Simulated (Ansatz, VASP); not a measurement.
# NiMoIrPdW: VASP beside Ansatz

INCAR

```
SYSTEM = NiMoIrPdW
  PREC = Accurate
  ENCUT = 520
  EDIFF = 1E-6
  ISMEAR = -1
  SIGMA = 0.05
  LREAL = .False.
  LASPH = .True.
  NELM = 150
  ALGO = Normal
  ISIF = 2
  LWAVE = .False.
  LCHARG = .False.
  ISPIN = 2
  MAGMOM = 1 1 0 0.6 0
  LORBIT = 11
  LMAXMIX = 4
  GGA = PE
  NBANDS = 40
```

File KPOINTS:

```
Automatic mesh
0
Gamma
  5 5 4
  0 0 0
```

File POSCAR:

```
NiMoIrPdW
1.0
    4.1188689601      0.0000000000      0.0000000000
   -2.0594344800      3.5670475959      0.0000000000
    0.0000000000      0.0000000000      5.3799379651
Ni Mo Pd Ir W
1 1 1 1 1
Direct
    0.0000000000      0.0000000000      0.0222100000
    0.6666700000      0.3333300000      0.4599600000
    0.3333300000      0.6666700000      0.7460100000
    0.3333300000      0.6666700000      0.2564100000
    0.6666700000      0.3333300000      0.9998500000
```

File input.yaml:

```yaml
crystal:
  lattice:
    - [4.1188689601, 0.0, 0.0]
    - [-2.05943448, 3.5670475959, 0.0]
    - [0.0, 0.0, 5.3799379651]
  atoms:
    - { symbol: Ni, position: [0.0, 0.0, 0.02221], spin: 1.0 }
    - { symbol: Mo, position: [0.66667, 0.33333, 0.45996], spin: 1.0 }
    - { symbol: Pd, position: [0.33333, 0.66667, 0.74601] }
    - { symbol: Ir, position: [0.33333, 0.66667, 0.25641], spin: 0.6 }
    - { symbol: W, position: [0.66667, 0.33333, 0.99985] }
kpoints:
  mp_grid: { grid: [5, 5, 4] }
scf:
  occupations: { method: fermi_dirac, width: 0.05 }
hamiltonian:
  xc: pbe
  pseudopotentials: { kind: all_electron, lapw: { basis_error: 0.003 } }
magnetization:
  spin_polarized: true
output:
  forces: true
  stress: true
  eigenvalues: true
```

Change from the starting cell: volume scaled by 0.98.

Alike in both runs: task single point; functional PBE; k mesh 5 × 5 × 4; occupations fermi-dirac, width 0.05 eV; collinear spin.

|  | VASP | Ansatz |
| --- | --- | --- |
| version | VASP 6.6.1 | Ansatz 0.2.0 |
| potentials or method | VASP PAW PBE potentials, release 64 (Ni, Mo_sv, Pd, Ir, W_sv), cutoff 520 eV | all-electron LAPW, scalar-relativistic |

Ansatz gave:

| Property | Result |
| --- | --- |
| gap on the k mesh at the Fermi level (eV) | none |
| pressure (GPa) | 4.8 |
| traceless stress, the component that is largest in VASP (GPa) | 0.52 |
| rms of the force components (eV/Å) | 0.056 |
| net moment per atom (μB) | 0.00 |

Question: Which values does VASP return?

Answer: gap on the k mesh at the Fermi level (eV): none; pressure (GPa): 5.2; traceless stress, the component that is largest in VASP (GPa): 0.51; rms of the force components (eV/Å): 0.070; net moment per atom (μB): 0.00.

Atom by atom the forces differ by 0.015 eV/Å (rms over components). A gap of «none» marks a metal or a gap that the smearing closes. Ansatz ran all-electron here, and VASP with PAW potentials.

Neither program's run includes spin-orbit coupling. Noted on Ansatz's run: the k mesh is thin for a metal, which can move the energy by tens of meV per atom.
